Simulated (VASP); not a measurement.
Na4Li7S2Cl7, 20 atoms in the cell. The cell holds a disordered packing, 20 atoms: a = 7.474 Å, b = 7.370 Å, c = 7.557 Å, α = 90.99°, β = 91.66°, γ = 89.35°. 

- Program: VASP 6.6.1
- Task: single point
- Functional: PBE
- Dispersion: D3(BJ)
- Potentials or basis: VASP PAW PBE potentials, release 64 (Na_pv, S, Li_sv, Cl)
- Cutoff: 650 eV
- k mesh: 1 × 1 × 1, shifted
- Occupations: fermi-dirac, width 0.112 eV
- Spin: no spin polarisation
- Dipole correction: no
- Further INCAR settings: LREAL = Auto; ALGO = Normal; EDIFF = 1e-06; NBANDS = 71; ISYM = -1

Potentials or basis: VASP PAW PBE potentials, release 64 (Na_pv, S, Li_sv, Cl).

Run with:

```bash
$ cat potpaw_PBE.64/Na_pv/POTCAR potpaw_PBE.64/S/POTCAR potpaw_PBE.64/Li_sv/POTCAR potpaw_PBE.64/Cl/POTCAR > POTCAR
$ mpirun -np 1 vasp_std > vasp.out
```

Hardware: 1 thread of AMD EPYC 9R45 96-Core Processor (Zen 5), on a shared host.

Question: How long does it take, and how much memory?

Answer: It took 74 s on 1 thread of AMD EPYC 9R45 96-Core Processor (Zen 5), with other jobs on the host, peak memory 0.52 GiB. Counts: scf iterations 17, k points 1.
